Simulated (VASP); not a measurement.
# TaAl (F-43m) in VASP: single point with PBE

Aim: the single point of TaAl with PBE.

All numbers are computed with VASP 6.6.1; they aren't measurements. Logs are shortened: lines on timing, memory, paths and dates and some standing lists are left out, and cuts for length are marked.

### 1 The cell of the first run

Symmetry: F-43m, No. 216, cubic system. Conventional cell: a = 4.715 Å, b = 4.715 Å, c = 4.715 Å, α = 90.00°, β = 90.00°, γ = 90.00°. Within 2.7 Å of Ta (site symmetry -43m) lie 4 Al at 2.04 Å. Al (site symmetry -43m) has 4 Ta at 2.04 Å within 2.7 Å.

### 2 Single point, PBE

The input, INCAR:

```
PREC = Accurate
ENCUT = 520
EDIFF = 1E-7
ISMEAR = 0
SIGMA = 0.1
LREAL = F
LASPH = T
NELM = 100
ALGO = Normal
ISIF = 2
LWAVE = F
LCHARG = T
GGA = PE
LELF = T
LVHAR = T
NBANDS = 14
```

The input, KPOINTS:

```
regular mesh
0
Gamma
  6 6 6
```

The input, POSCAR:

```
TaAl
1.0
    0.0000000000      2.3576981900      2.3576981900
    2.3576981900      0.0000000000      2.3576981900
    2.3576981900      2.3576981900      0.0000000000
Ta Al
1 1
Direct
    0.2500000000      0.2500000000      0.2500000000
    0.0000000000      0.0000000000      0.0000000000
```

Potentials or basis: VASP PAW PBE potentials, release 64 (Ta_pv, Al).

On the command line:

```
$ cat potpaw_PBE.64/Ta_pv/POTCAR potpaw_PBE.64/Al/POTCAR > POTCAR
$ mpirun -np 1 vasp_std > vasp.out
```

OUTCAR:

```text
PREC = Accurate
   ENCUT = 520
   EDIFF = 1E-7
   ISMEAR = 0
   LREAL = F
   LASPH = T
   NELM = 100
   ISIF = 2
   GGA = PE

 ion  position               nearest neighbor table
   1  0.250  0.250  0.250-   2 2.04   2 2.04   2 2.04   2 2.04
   2  0.000  0.000  0.000-   1 2.04   1 2.04   1 2.04   1 2.04

  LATTYP: Found a face centered cubic cell.
 ALAT       =     4.7153963800

  Lattice vectors:

 A1 = (   0.0000000000,   2.3576981900,   2.3576981900)
 A2 = (   2.3576981900,   0.0000000000,   2.3576981900)
 A3 = (   2.3576981900,   2.3576981900,   0.0000000000)

Analysis of symmetry for initial positions (statically):
=====================================================================
 Subroutine PRICEL returns:
 Original cell was already a primitive cell.

 Routine SETGRP: Setting up the symmetry group for a
 face centered cubic supercell.

 Subroutine GETGRP returns: Found 24 space group operations
 (whereof 24 operations were pure point group operations)
 out of a pool of 48 trial point group operations.

The static configuration has the point symmetry T_d .

Analysis of symmetry for dynamics (positions and initial velocities):
=====================================================================
 Subroutine PRICEL returns:
 Original cell was already a primitive cell.

 Routine SETGRP: Setting up the symmetry group for a
 face centered cubic supercell.

 Subroutine GETGRP returns: Found 24 space group operations
 (whereof 24 operations were pure point group operations)
 out of a pool of 48 trial point group operations.

The dynamic configuration has the point symmetry T_d .

 Subroutine INISYM returns: Found 24 space group operations
 (whereof 24 operations are pure point group operations),
 and found     1 'primitive' translations

----------------------------------------------------------------------------------------

                                     Primitive cell

  volume of cell :      26.2117

  direct lattice vectors                    reciprocal lattice vectors
     0.000000000  2.357698190  2.357698190    -0.212071249  0.212071249  0.212071249
     2.357698190  0.000000000  2.357698190     0.212071249 -0.212071249  0.212071249
     2.357698190  2.357698190  0.000000000     0.212071249  0.212071249 -0.212071249

  length of vectors
     3.334288756  3.334288756  3.334288756     0.367318178  0.367318178  0.367318178

  position of ions in fractional coordinates (direct lattice)
     0.250000000  0.250000000  0.250000000
     0.000000000  0.000000000  0.000000000

  ion indices of the primitive-cell ions
   primitive index   ion index
                 1           1
                 2           2

[... 78 lines left out ...]
   EFERMI_NEDOS =   21; number of points for ismear=-14 and -15
   IALGO  =     38    algorithm
   IMIX   =      4    mixing-type and parameters
     AMIX     =   0.40;   BMIX     =  1.00
     AMIX_MAG =   1.60;   BMIX_MAG =  1.00
  volume/ion in A,a.u.               =      13.11        88.44
  Fermi-wavevector in a.u.,A,eV,Ry     =   1.328269  2.510064 24.004731  1.764298
  Thomas-Fermi vector in A             =   2.457519
   LORBIT       =      0    0 simple, 1 ext, 2 COOP (PROOUT), +10 PAW based schemes
   GGA     = PE    functional components
   LHFCALC =     F    Hartree Fock is set to
   AEXX    =    0.0000 exact exchange contribution
   IVDW    =     0    specifies the selected vdW correction
   LEPSILON=     F    determine dielectric tensor
   LRPA    =     F    only Hartree local field effects (RPA)
 non-spin polarized calculation
 Gauss-broadening in eV      SIGMA  =   0.10
  energy-cutoff  :      520.00
  volume of cell :       26.21
 maximum number of plane-waves:       725
 NGX is ok and might be reduce to    28
   NGX = 13   NGY = 13   NGZ = 13

 number of electron      14.0000001 magnetization

 Free energy of the ion-electron system (eV)
  ---------------------------------------------------
  ext. energy  EPLUGINS =         0.00000000
  ---------------------------------------------------
  free energy    TOTEN  =        -4.15625719 eV

  energy without entropy =       -4.14937659  energy(sigma->0) =       -4.15281689

 E-fermi :   8.5968     XC(G=0): -12.5475

 val. band max:        8.5763538116   @ k =   0.3333   0.1667   0.0000
 cond. band min:       8.7256307653   @ k =   0.3333   0.3333   0.0000
 fundamental gap:      0.1492769537
 Fermi energy:         8.5967844100

 k-point     1 :       0.0000    0.0000    0.0000
  band No.  band energies     occupation
      1     -25.2470      2.00000
      2     -25.2470      2.00000
      3     -25.2470      2.00000
      4      -1.2757      2.00000
      5       6.3648      2.00000
      6       6.3648      2.00000
      7       6.3648      2.00000
      8       9.0792      0.00000
      9       9.0792      0.00000
     10      18.5089      0.00000
     11      18.5089      0.00000
     12      18.5089      0.00000
     13      19.8608      0.00000
     14      23.7888      0.00000
[... 241 lines left out ...]
      1     -25.5795      2.00000
      2     -25.4461      2.00000
      3     -25.3853      2.00000
      4       3.6217      2.00000
      5       4.5423      2.00000
      6       6.5364      2.00000
      7       8.0635      2.00000
      8      10.9452      0.00000
      9      11.6828      0.00000
     10      12.2076      0.00000
     11      13.4897      0.00000
     12      16.8769      0.00000
     13      22.4003      0.00000
     14      22.8047      0.00000

------------------------ aborting loop because EDIFF is reached ----------------------------------------

  FORCE on cell =-STRESS in cart. coord.  units (eV):
  Direction    XX          YY          ZZ          XY          YZ          ZX
  --------------------------------------------------------------------------------------
  -------------------------------------------------------------------------------------
  Total       24.5138197     24.5138197     24.5138197      0.0000000     -0.0000000      0.0000000
  in kB     1498.3971698   1498.3971698   1498.3971698      0.0000000     -0.0000000      0.0000000
  external PRESSURE =    1498.3971698 kB  Pullay stress =       0.0000000 kB

 VOLUME and BASIS-vectors are now :
 -----------------------------------------------------------------------------
  energy-cutoff  :      520.00
  volume of cell :       26.21
      direct lattice vectors                 reciprocal lattice vectors
     0.000000000  2.357698190  2.357698190    -0.212071249  0.212071249  0.212071249
     2.357698190  0.000000000  2.357698190     0.212071249 -0.212071249  0.212071249
     2.357698190  2.357698190  0.000000000     0.212071249  0.212071249 -0.212071249

 POSITION                                       TOTAL-FORCE (eV/Angst)
 -----------------------------------------------------------------------------------
      1.17885      1.17885      1.17885         0.000000      0.000000     -0.000000
      0.00000      0.00000      0.00000        -0.000000     -0.000000      0.000000
 -----------------------------------------------------------------------------------
    total drift:                                0.000001      0.000001      0.000001

  FREE ENERGIE OF THE ION-ELECTRON SYSTEM (eV)
  ---------------------------------------------------
  free  energy   TOTEN  =        -4.1562571925 eV

  energy  without entropy=       -4.1493765876  energy(sigma->0) =       -4.15281689
```

OSZICAR:

```text
N       E                     dE             d eps       ncg     rms          rms(c)
DAV:   1     0.884920969647E+02    0.88492E+02   -0.74594E+03   448   0.962E+02
DAV:   2    -0.278343424873E+01   -0.91276E+02   -0.87558E+02   538   0.258E+02
DAV:   3    -0.456700016751E+01   -0.17836E+01   -0.17754E+01   568   0.339E+01
DAV:   4    -0.458204224211E+01   -0.15042E-01   -0.15041E-01   556   0.341E+00
DAV:   5    -0.458231851425E+01   -0.27627E-03   -0.27627E-03   580   0.448E-01    0.174E+01
DAV:   6    -0.424297469663E+01    0.33934E+00   -0.30463E-01   580   0.499E+00    0.862E+00
DAV:   7    -0.416045703046E+01    0.82518E-01   -0.12879E-01   592   0.296E+00    0.131E+00
DAV:   8    -0.415626448484E+01    0.41925E-02   -0.99718E-03   490   0.892E-01    0.287E-01
DAV:   9    -0.415626129643E+01    0.31884E-05   -0.30460E-04   618   0.125E-01    0.136E-01
DAV:  10    -0.415625572875E+01    0.55677E-05   -0.20933E-05   508   0.266E-02    0.394E-02
DAV:  11    -0.415625743589E+01   -0.17071E-05   -0.36761E-06   592   0.161E-02    0.894E-03
DAV:  12    -0.415625722775E+01    0.20813E-06   -0.11418E-07   454   0.325E-03    0.209E-03
DAV:  13    -0.415625719250E+01    0.35252E-07   -0.12606E-08   410   0.985E-04
   1 F= -.41562572E+01 E0= -.41528169E+01  d E =-.688060E-02
```

It took 8.1 s on 1 thread of Intel Xeon Platinum 8259CL at 2.50GHz (Skylake/Cascade Lake), shared host; peak memory 0.15 GiB.

Results:

* Free energy: -4.1563 eV
* Pressure: 149.8 GPa
* Band gap on the k mesh: zero (band 7 reaches 10.80 eV, above the bottom of band 8 at 7.83 eV)

Levels at points of the mesh, in eV from the Fermi level:
```
           k point  band 5  band 6  band 7  band 8  band 9  band 10
(0.00, 0.00, 0.00)   -2.23   -2.23   -2.23    0.48    0.48     9.91
(0.50, 0.00, 0.00)   -2.92   -2.16   -2.16    2.20    2.20     3.59
(0.50, 0.50, 0.00)   -4.51   -0.84    2.21    2.21    3.03     4.10
```

Caveat: the k points lie up to 0.38 Å⁻¹ apart; spin-orbit coupling is left out, which moves the levels of the heavy elements.
